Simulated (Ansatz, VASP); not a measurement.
# One calculation of MnS, two programs

```
Mn S
1.0
     0.00000    2.75857    2.75857
     2.75857    0.00000    2.75857
     2.75857    2.75857    0.00000
Mn S
1 1
Direct
  0.00000 0.00000 0.00000
  0.25000 0.25000 0.25000
```

Alike in both runs: functional PBE; dispersion D3(BJ); k mesh 14 × 14 × 14; occupations gaussian, width 0.1 eV; collinear spin.

Ansatz relaxed the structure, and its values are those at the end. VASP's run is a single point on that final structure, the one shown.

```csv
,VASP,Ansatz
version,VASP 6.6.1,Ansatz 0.2.0
potentials or method,"VASP PAW PBE potentials, release 64 (Mn_pv, S), cutoff 520 eV","scalar-relativistic, plane waves, PAW"
valence electrons in the cell,19,21
```

|  | VASP | Ansatz | Ansatz less VASP |
| --- | --- | --- | --- |
| gap on the k mesh at the Fermi level (eV) | none | none | - |
| pressure (GPa) | 0.1 | 0.0 | -0.07 |
| net moment per atom (μB) | 2.39 | 2.39 | -0.001 |
| size of the moment on the site where the two differ most (μB) | 4.23 | 4.04 | -0.194 |

Site moments also hang on the region over which each program counts them. A gap of «none» marks a metal or a gap that the smearing closes. VASP's potentials hold 19 valence electrons a cell and Ansatz's 21, so a difference there can come from the potentials and not from the codes.
